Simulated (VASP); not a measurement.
# SnBi2O5 (Cmcm) in VASP: notebook

The runs below take SnBi2O5 through single point, relaxation of cell and atoms, with PBE.

All numbers are computed with VASP 6.6.1; they aren't measurements. Logs are shortened: lines on timing, memory, paths and dates and some standing lists are left out, and cuts for length are marked.

**1. The cell of the first run**

The structure is orthorhombic, space group Cmcm (No. 63). The conventional cell has a = 4.169 Å, b = 12.352 Å, c = 10.829 Å, α = 90.00°, β = 90.00°, γ = 90.00°. Within 2.7 Å of Sn (site symmetry m2m) lie 6 O at 2.04 to 2.21 Å. Bi (site symmetry m) has 6 O at 2.21 to 2.66 Å within 2.9 Å. Within 2.9 Å of O (site symmetry m) lie 1 Sn at 2.21 Å and 3 Bi at 2.33 to 2.41 Å and 5 O at 2.73 to 2.89 Å. O (site symmetry m) has 1 Sn at 2.04 Å and 2 Bi at 2.21 to 2.47 Å and 3 O at 2.73 to 2.98 Å within 3.0 Å. O (site symmetry m2m) has 2 Sn at 2.16 Å and 2 Bi at 2.66 Å and 4 O at 2.84 Å within 2.9 Å.

**2. Single point, PBE**

INCAR

```
SYSTEM = SnBi2O5
PREC = Accurate
ENCUT = 520
EDIFF = 1E-7
ISMEAR = 0
SIGMA = 0.15
LREAL = Auto
LASPH = .TRUE.
NELM = 100
ALGO = Normal
ISIF = 2
LWAVE = .FALSE.
LCHARG = .FALSE.
GGA = PE
NBANDS = 88
```

KPOINTS

```
regular mesh
0
G
  3 3 1
  0 0 0
```

POSCAR

```
SnBi2O5
1.0
    2.0847342412     -6.1761433294      0.0000000000
    2.0847342412      6.1761433294      0.0000000000
    0.0000000000      0.0000000000     10.8286241422
Sn Bi O
2 4 10
Direct
    0.1701914962      0.8298085038      0.2500000000
    0.8298085038      0.1701914962      0.7500000000
    0.8611081704      0.1388918296      0.4310602839
    0.8611081704      0.1388918296      0.0689397161
    0.1388918296      0.8611081704      0.9310602839
    0.1388918296      0.8611081704      0.5689397161
    0.2779261328      0.7220738672      0.4130748856
    0.0576469842      0.9423530158      0.3875365723
    0.2779261328      0.7220738672      0.0869251144
    0.0576469842      0.9423530158      0.1124634277
    0.7161072297      0.2838927703      0.2500000000
    0.7220738672      0.2779261328      0.9130748856
    0.9423530158      0.0576469842      0.8875365723
    0.7220738672      0.2779261328      0.5869251144
    0.9423530158      0.0576469842      0.6124634277
    0.2838927703      0.7161072297      0.7500000000
```

Potentials or basis: VASP PAW PBE potentials, release 64 (Sn_d, Bi_d, O).

On the command line:

```sh
cat potpaw_PBE.64/Sn_d/POTCAR potpaw_PBE.64/Bi_d/POTCAR potpaw_PBE.64/O/POTCAR > POTCAR
mpirun -np 1 vasp_std > vasp.out
```

OUTCAR:

```text
SYSTEM = SnBi2O5
   PREC = Accurate
   ENCUT = 520
   EDIFF = 1E-7
   ISMEAR = 0
   LREAL = Auto
   LASPH = .TRUE.
   NELM = 100
   ISIF = 2
   GGA = PE

 ion  position               nearest neighbor table
   1  0.170  0.830  0.250-   8 2.04  10 2.04  11 2.16  11 2.16   7 2.21   9 2.21   6 3.48   5 3.48
                             3 3.71   3 3.71   4 3.71   4 3.71
   2  0.830  0.170  0.750-  13 2.04  15 2.04  16 2.16  16 2.16  12 2.21  14 2.21   4 3.48   3 3.48
                             5 3.71   5 3.71   6 3.71   6 3.71
   3  0.861  0.139  0.431-  15 2.21   7 2.33   7 2.33  14 2.41   8 2.47  11 2.66   2 3.48   1 3.71
                             1 3.71   6 3.74   6 3.76   6 3.76   4 3.92
   4  0.861  0.139  0.069-  13 2.21   9 2.33   9 2.33  12 2.41  10 2.47  11 2.66   2 3.48   1 3.71
                             1 3.71   5 3.74   5 3.76   5 3.76   3 3.92
   5  0.139  0.861  0.931-  10 2.21  12 2.33  12 2.33   9 2.41  13 2.47  16 2.66   1 3.48   2 3.71
                             2 3.71   4 3.74   4 3.76   4 3.76   6 3.92
   6  0.139  0.861  0.569-   8 2.21  14 2.33  14 2.33   7 2.41  15 2.47  16 2.66   1 3.48   2 3.71
                             2 3.71   3 3.74   3 3.76   3 3.76   5 3.92
   7  0.278  0.722  0.413-   1 2.21   3 2.33   3 2.33   6 2.41
   8  0.058  0.942  0.388-   1 2.04   6 2.21   3 2.47
   9  0.278  0.722  0.087-   1 2.21   4 2.33   4 2.33   5 2.41
  10  0.058  0.942  0.112-   1 2.04   5 2.21   4 2.47
  11  0.716  0.284  0.250-   1 2.16   1 2.16   4 2.66   3 2.66
  12  0.722  0.278  0.913-   2 2.21   5 2.33   5 2.33   4 2.41
  13  0.942  0.058  0.888-   2 2.04   4 2.21   5 2.47
  14  0.722  0.278  0.587-   2 2.21   6 2.33   6 2.33   3 2.41
  15  0.942  0.058  0.612-   2 2.04   3 2.21   6 2.47
  16  0.284  0.716  0.750-   2 2.16   2 2.16   6 2.66   5 2.66

  LATTYP: Found a base centered orthorhombic cell.
 ALAT       =     4.1694684824
 B/A-ratio  =     2.9625566690
 C/A-ratio  =     2.5971233954

  Lattice vectors:

 A1 = (   2.0847342412,  -6.1761433294,   0.0000000000)
 A2 = (   2.0847342412,   6.1761433294,   0.0000000000)
 A3 = (   0.0000000000,   0.0000000000,  10.8286241422)

Analysis of symmetry for initial positions (statically):
=====================================================================
 Subroutine PRICEL returns:
 Original cell was already a primitive cell.

 Routine SETGRP: Setting up the symmetry group for a
 base centered orthorhombic supercell.

 Subroutine GETGRP returns: Found  8 space group operations
 (whereof  4 operations were pure point group operations)
 out of a pool of  8 trial point group operations.

The static configuration has the point symmetry C_2h.
 The point group associated with its full space group is D_2h.

Analysis of symmetry for dynamics (positions and initial velocities):
=====================================================================
 Subroutine PRICEL returns:
 Original cell was already a primitive cell.

 Routine SETGRP: Setting up the symmetry group for a
 base centered orthorhombic supercell.

 Subroutine GETGRP returns: Found  8 space group operations
 (whereof  4 operations were pure point group operations)
 out of a pool of  8 trial point group operations.

The dynamic configuration has the point symmetry C_2h.
 The point group associated with its full space group is D_2h.

 Subroutine INISYM returns: Found  8 space group operations
 (whereof  4 operations are pure point group operations),
 and found     1 'primitive' translations

----------------------------------------------------------------------------------------

                                     Primitive cell

  volume of cell :     278.8504

  direct lattice vectors                    reciprocal lattice vectors
     2.084734241 -6.176143329  0.000000000     0.239838724 -0.080956670  0.000000000
     2.084734241  6.176143329  0.000000000     0.239838724  0.080956670  0.000000000
     0.000000000  0.000000000 10.828624142     0.000000000  0.000000000  0.092347835

  length of vectors
     6.518501613  6.518501613 10.828624142     0.253133554  0.253133554  0.092347835

  position of ions in fractional coordinates (direct lattice)
     0.170191496  0.829808504  0.250000000
     0.829808504  0.170191496  0.750000000
     0.861108170  0.138891830  0.431060284
     0.861108170  0.138891830  0.068939716
     0.138891830  0.861108170  0.931060284
     0.138891830  0.861108170  0.568939716
[... 8 lines left out ...]
     0.942353016  0.057646984  0.612463428
     0.283892770  0.716107230  0.750000000

  ion indices of the primitive-cell ions
   primitive index   ion index
                 1           1
                 2           2
                 3           3
                 4           4
                 5           5
                 6           6
[... 8 lines left out ...]
                15          15
                16          16

----------------------------------------------------------------------------------------

 KPOINTS: regular mesh

Automatic generation of k-mesh.
 Grid dimensions read from file:
 generate k-points for:    3    3    1

 Generating k-lattice:

  Cartesian coordinates                     Fractional coordinates (reciprocal lattice)
     0.079946241 -0.026985557  0.000000000     0.333333333  0.000000000  0.000000000
     0.079946241  0.026985557  0.000000000     0.000000000  0.333333333  0.000000000
     0.000000000  0.000000000  0.092347835     0.000000000  0.000000000  1.000000000

  Length of vectors
     0.084377851  0.084377851  0.092347835

  Shift w.r.t. Gamma in fractional coordinates (k-lattice)
     0.000000000  0.000000000  0.000000000

 Subroutine IBZKPT returns following result:
 ===========================================

 Found      4 irreducible k-points:

 Following reciprocal coordinates:
            Coordinates               Weight
  0.000000  0.000000  0.000000      1.000000
  0.333333  0.000000  0.000000      4.000000
  0.333333  0.333333  0.000000      2.000000
 -0.333333  0.333333  0.000000      2.000000
   k-points           NKPTS =      4   k-points in BZ     NKDIM =      4   number of bands    NBANDS=     88
   number of dos      NEDOS =    301   number of ions     NIONS =     16
   total plane-waves  NPLWV = 193536
   dimension x,y,z NGX =    48 NGY =   48 NGZ =   84
   dimension x,y,z NGXF=    96 NGYF=   96 NGZF=  168
   ions per type =               2   4  10
   NGX,Y,Z   is equivalent  to a cutoff of  12.24, 12.24, 12.90 a.u.
   NGXF,Y,Z  is equivalent  to a cutoff of  24.48, 24.48, 25.79 a.u.
 SYSTEM =  SnBi2O5
   PREC   = accura    normal or accurate (medium, high low for compatibility)
   ISTART =      0    job   : 0-new  1-cont  2-samecut
   ICHARG =      2    charge: 1-file 2-atom 10-const
   ISPIN  =      1    spin polarized calculation?
   LNONCOLLINEAR =      F non collinear calculations
   LSORBIT =      F    spin-orbit coupling
   LASPH  =      T    aspherical Exc in radial PAW
   ENCUT  =  520.0 eV  38.22 Ry    6.18 a.u.  12.12 12.12 20.13*2*pi/ulx,y,z
   NELM   =    100;   NELMIN=  2; NELMDL= -5     # of ELM steps
   EDIFF  = 0.1E-06   stopping-criterion for ELM
   LREAL  =      T    real-space projection
   EDIFFG = 0.1E-05   stopping-criterion for IOM
   NSW    =      0    number of steps for IOM
   IBRION =     -1    ionic relax: 0-MD 1-quasi-New 2-CG
   NFREE  =      0    steps in history (QN), initial steepest desc. (CG)
   ISIF   =      2    stress and relaxation
   ISYM   =      2    0-nonsym 1-usesym 2-fastsym
   POTIM  = 0.5000    time-step for ionic-motion
   TEBEG  =    0.0;   TEEND  =   0.0 temperature during run
   PSTRESS=    0.0 pullay stress
   NELECT =     148.0000    total number of electrons
   NUPDOWN=      -1.0000    fix difference up-down
   EMIN   =  10.00;   EMAX   =-10.00  energy-range for DOS
   EFERMI =   0.00;   METHOD = LEGACY
   ISMEAR =     0;   SIGMA  =   0.15  broadening in eV -4-tet -1-fermi 0-gaus
   EFERMI_NEDOS =   21; number of points for ismear=-14 and -15
   IALGO  =     38    algorithm
   IMIX   =      4    mixing-type and parameters
     AMIX     =   0.40;   BMIX     =  1.00
     AMIX_MAG =   1.60;   BMIX_MAG =  1.00
  volume/ion in A,a.u.               =      17.43       117.61
  Fermi-wavevector in a.u.,A,eV,Ry     =   1.325475  2.504785 23.903867  1.756885
  Thomas-Fermi vector in A             =   2.454933
   LORBIT       =      0    0 simple, 1 ext, 2 COOP (PROOUT), +10 PAW based schemes
   GGA     = PE    functional components
   LHFCALC =     F    Hartree Fock is set to
   AEXX    =    0.0000 exact exchange contribution
   IVDW    =     0    specifies the selected vdW correction
   LEPSILON=     F    determine dielectric tensor
   LRPA    =     F    only Hartree local field effects (RPA)
 non-spin polarized calculation
 Gauss-broadening in eV      SIGMA  =   0.15
  energy-cutoff  :      520.00
  volume of cell :      278.85
 maximum number of plane-waves:      7537
   NGX = 25   NGY = 25   NGZ = 41

 number of electron     148.0000013 magnetization

 Free energy of the ion-electron system (eV)
  ---------------------------------------------------
  ext. energy  EPLUGINS =         0.00000000
  ---------------------------------------------------
  free energy    TOTEN  =       -93.78740460 eV

  energy without entropy =      -93.78740460  energy(sigma->0) =      -93.78740460

 E-fermi :   5.1465     XC(G=0):  -9.5822

 val. band max:        4.4004446877   @ k =   0.3333   0.3333   0.0000
 cond. band min:       6.3162858685   @ k =   0.0000   0.0000   0.0000
 fundamental gap:      1.9158411808
 Fermi energy:         5.1465282284

 k-point     1 :       0.0000    0.0000    0.0000
  band No.  band energies     occupation
      1     -17.9341      2.00000
      2     -17.9231      2.00000
      3     -17.8568      2.00000
      4     -17.8548      2.00000
      5     -17.8056      2.00000
      6     -17.7977      2.00000
[... 78 lines left out ...]
     85       9.8264      0.00000
     86      10.0770      0.00000

 k-point     2 :       0.3333    0.0000    0.0000
  band No.  band energies     occupation
      1     -17.8943      2.00000
      2     -17.8916      2.00000
      3     -17.8379      2.00000
      4     -17.8363      2.00000
      5     -17.8102      2.00000
      6     -17.7973      2.00000
[... 78 lines left out ...]
     85      10.0326      0.00000
     86      10.0488      0.00000

 k-point     3 :       0.3333    0.3333    0.0000
  band No.  band energies     occupation
      1     -17.9026      2.00000
      2     -17.8915      2.00000
      3     -17.8534      2.00000
      4     -17.8510      2.00000
      5     -17.7996      2.00000
      6     -17.7925      2.00000
[... 78 lines left out ...]
     85      10.0667      0.00000
     86      10.3860      0.00000

 k-point     4 :      -0.3333    0.3333    0.0000
  band No.  band energies     occupation
      1     -17.9498      2.00000
      2     -17.9339      2.00000
      3     -17.8541      2.00000
      4     -17.8471      2.00000
      5     -17.7995      2.00000
      6     -17.7981      2.00000
[... 78 lines left out ...]
     85       9.8945      0.00000
     86      10.1150      0.00000
 [bands above 86 left out]

------------------------ aborting loop because EDIFF is reached ----------------------------------------

  FORCE on cell =-STRESS in cart. coord.  units (eV):
  Direction    XX          YY          ZZ          XY          YZ          ZX
  --------------------------------------------------------------------------------------
  -------------------------------------------------------------------------------------
  Total        0.1861252      0.3138140      0.3584052      0.0000000      0.0000000      0.0000000
  in kB        1.0694103      1.8030658      2.0592715      0.0000000      0.0000000      0.0000000
  external PRESSURE =       1.6439159 kB  Pullay stress =       0.0000000 kB

 VOLUME and BASIS-vectors are now :
 -----------------------------------------------------------------------------
  energy-cutoff  :      520.00
  volume of cell :      278.85
      direct lattice vectors                 reciprocal lattice vectors
     2.084734241 -6.176143329  0.000000000     0.239838724 -0.080956670  0.000000000
     2.084734241  6.176143329  0.000000000     0.239838724  0.080956670  0.000000000
     0.000000000  0.000000000 10.828624142     0.000000000  0.000000000  0.092347835

 POSITION                                       TOTAL-FORCE (eV/Angst)
 -----------------------------------------------------------------------------------
      2.08473      4.07389      2.70716         0.000000     -0.003567      0.000000
      2.08473     -4.07389      8.12147         0.000000      0.003567      0.000000
      2.08473     -4.46051      4.66779         0.000000     -0.021524     -0.038654
      2.08473     -4.46051      0.74652         0.000000     -0.021524      0.038654
      2.08473      4.46051     10.08210         0.000000      0.021524     -0.038654
      2.08473      4.46051      6.16083         0.000000      0.021524      0.038654
[... 8 lines left out ...]
      2.08473     -5.46407      6.63214         0.000000     -0.047427     -0.010608
      2.08473      2.66942      8.12147         0.000000      0.007776      0.000000
 -----------------------------------------------------------------------------------
    total drift:                                0.000000     -0.000000     -0.000000

  FREE ENERGIE OF THE ION-ELECTRON SYSTEM (eV)
  ---------------------------------------------------
  free  energy   TOTEN  =       -93.7874045950 eV

  energy  without entropy=      -93.7874045950  energy(sigma->0) =      -93.78740460
```

It took 2.6 min on 1 thread of AMD EPYC 9R45 (Zen 5), shared host; peak memory 0.44 GiB.

Results:

- Free energy: -93.7874 eV
- Pressure: 0.2 GPa
- Largest force: 0.049 eV/Å
- Band gap on the k mesh: 1.92 eV (least direct gap 2.04 eV)

Forces on the atoms (eV/Å):
```
Sn   0.000 -0.004  0.000
Sn   0.000  0.004  0.000
Bi   0.000 -0.022 -0.039
Bi   0.000 -0.022  0.039
Bi   0.000  0.022 -0.039
Bi   0.000  0.022  0.039
O    0.000 -0.019  0.009
O    0.000  0.047  0.011
O    0.000 -0.019 -0.009
O    0.000  0.047 -0.011
O    0.000 -0.008  0.000
O    0.000  0.019  0.009
O    0.000 -0.047  0.011
O    0.000  0.019 -0.009
O    0.000 -0.047 -0.011
O    0.000  0.008  0.000
```

Stress tensor (GPa, compression positive):
```
0.11 0.00 0.00
0.00 0.18 0.00
0.00 0.00 0.21
```

Levels at points of the mesh, in eV from the valence-band top:
```tsv
k point	band 70	band 71	band 72	band 73	band 74	band 75	band 76	band 77	band 78	band 79
(0.00, 0.00, 0.00)	-1.26	-1.13	-0.64	-0.64	-0.12	1.92	2.95	3.18	4.04	4.14
```

Caveat: the k points lie up to 0.58 Å⁻¹ apart; spin-orbit coupling is left out, which moves the levels of the heavy elements.

**3. Relaxation of cell and atoms, PBE**

This run uses another cell than the first one, of 16.10 Å³/atom.

INCAR

```
PREC = Accurate ; ENCUT = 600
EDIFF = 1E-7 ; ISMEAR = 0
SIGMA = 0.15 ; LREAL = Auto
LASPH = True ; NELM = 100
ALGO = Normal ; ISIF = 3
LWAVE = False ; LCHARG = False
GGA = PE ; IBRION = 2
NSW = 36 ; EDIFFG = -0.08
```

KPOINTS

```
regular mesh
0
Gamma
  3 3 1
```

POSCAR

```
SnBi2O5
1.0
    2.0000000000     -5.6000000000      0.0000000000
    2.0000000000      5.6000000000      0.0000000000
    0.0000000000      0.0000000000     11.5000000000
Sn Bi O
2 4 10
Direct
    0.1900000000      0.8100000000      0.2500000000
    0.8100000000      0.1900000000      0.7500000000
    0.8650000000      0.1350000000      0.4350000000
    0.8650000000      0.1350000000      0.0650000000
    0.1350000000      0.8650000000      0.9350000000
    0.1350000000      0.8650000000      0.5650000000
    0.3120000000      0.6880000000      0.4300000000
    0.0480000000      0.9520000000      0.3830000000
    0.3120000000      0.6880000000      0.0700000000
    0.0480000000      0.9520000000      0.1170000000
    0.7650000000      0.2350000000      0.2500000000
    0.6880000000      0.3120000000      0.9300000000
    0.9520000000      0.0480000000      0.8830000000
    0.6880000000      0.3120000000      0.5700000000
    0.9520000000      0.0480000000      0.6170000000
    0.2350000000      0.7650000000      0.7500000000
```

Potentials or basis: VASP PAW PBE potentials, release 64 (Sn_d, Bi_d, O).

On the command line:

```sh
cat potpaw_PBE.64/Sn_d/POTCAR potpaw_PBE.64/Bi_d/POTCAR potpaw_PBE.64/O/POTCAR > POTCAR
mpirun -np 1 vasp_std > vasp.out
```

It took 52 min on 1 thread of AMD EPYC 9R45 (Zen 5), shared host; peak memory 0.57 GiB.

The run converged. Its results:

* Free energy: -93.7872 eV
* Relaxed volume: 17.42 Å³/atom
* Relaxed cell: a = 6.491 Å, b = 6.491 Å, c = 10.824 Å, α = 90.00°, β = 90.00°, γ = 142.32°
* Space group after relaxing (to 0.1 Å): Cmcm (No. 63)
* Energy gained by relaxing: 369.4 meV/atom
* Ionic steps: 24
* Pressure after relaxing: 0.0 GPa
* Largest force after relaxing: 0.071 eV/Å
* Band gap on the k mesh: 1.86 eV (least direct gap 1.99 eV)

Forces on the atoms (eV/Å):
```
Sn   0.000  0.067  0.000
Sn   0.000 -0.067  0.000
Bi   0.000 -0.062  0.035
Bi   0.000 -0.062 -0.035
Bi   0.000  0.062  0.035
Bi   0.000  0.062 -0.035
O    0.000  0.030 -0.017
O    0.000 -0.024 -0.020
O    0.000  0.030  0.017
O    0.000 -0.024  0.020
O    0.000  0.030  0.000
O    0.000 -0.030 -0.017
O    0.000  0.024 -0.020
O    0.000 -0.030  0.017
O    0.000  0.024  0.020
O    0.000 -0.030  0.000
```

Stress tensor (GPa, compression positive):
```
-0.13  0.00  0.00
 0.00  0.12  0.00
 0.00  0.00 -0.02
```

The path:
```csv
step,energy change (eV),largest force (eV/Å),pressure (GPa),volume (Å³)
1,0.0000,2.2344,16.61,257.60
2,-2.1722,1.3041,-10.32,323.97
3,-3.0494,1.6746,-3.86,297.20
4,-4.2315,1.1611,-2.03,290.68
5,-4.3249,2.0604,-0.75,288.56
6,-5.0518,0.8112,1.14,281.50
7,-5.0702,0.9564,1.66,280.23
8,-5.3806,1.1272,-1.13,285.32
9,-5.4013,1.3521,-1.87,287.04
10,-5.5750,0.6891,0.55,280.55
11,-5.5750,0.6929,0.55,280.52
12,-5.7224,0.3307,0.28,278.72
13,-5.7326,0.2563,0.23,278.05
14,-5.7850,0.2363,-0.19,278.80
15,-5.8293,0.4208,-0.86,280.01
16,-5.8632,0.1958,-0.04,278.42
17,-5.8705,0.2291,0.60,277.25
18,-5.8861,0.1769,0.47,277.70
19,-5.8964,0.1263,0.33,278.27
20,-5.8844,0.2134,0.07,279.41
21,-5.8976,0.1459,0.26,278.53
22,-5.9052,0.1613,-0.39,279.61
23,-5.9056,0.1289,-0.27,279.40
24,-5.9100,0.0715,-0.01,278.78
```

Final structure:
```
CELL_PARAMETERS angstrom
2.09609 -6.14359 0.00000
2.09609 6.14359 0.00000
0.00000 0.00000 10.82417
ATOMIC_POSITIONS crystal
Sn 0.17108 0.82892 0.25000
Sn 0.82892 0.17108 0.75000
Bi 0.86111 0.13889 0.43013
Bi 0.86111 0.13889 0.06987
Bi 0.13889 0.86111 0.93013
Bi 0.13889 0.86111 0.56987
O 0.27923 0.72077 0.41271
O 0.05732 0.94268 0.38737
O 0.27923 0.72077 0.08729
O 0.05732 0.94268 0.11263
O 0.71712 0.28288 0.25000
O 0.72077 0.27923 0.91271
O 0.94268 0.05732 0.88737
O 0.72077 0.27923 0.58729
O 0.94268 0.05732 0.61263
O 0.28288 0.71712 0.75000
```

Levels at points of the mesh, in eV from the valence-band top:
```
           k point  band 72  band 73  band 74  band 75  band 76  band 77
(0.00, 0.00, 0.00)    -0.68    -0.66    -0.13     1.86     2.89     3.12
```

Caveat: the k points lie up to 0.58 Å⁻¹ apart in the final cell; spin-orbit coupling is left out, which moves the levels of the heavy elements; the relaxation stopped at a loose force limit of 0.08 eV/Å, so its end isn't a converged minimum.
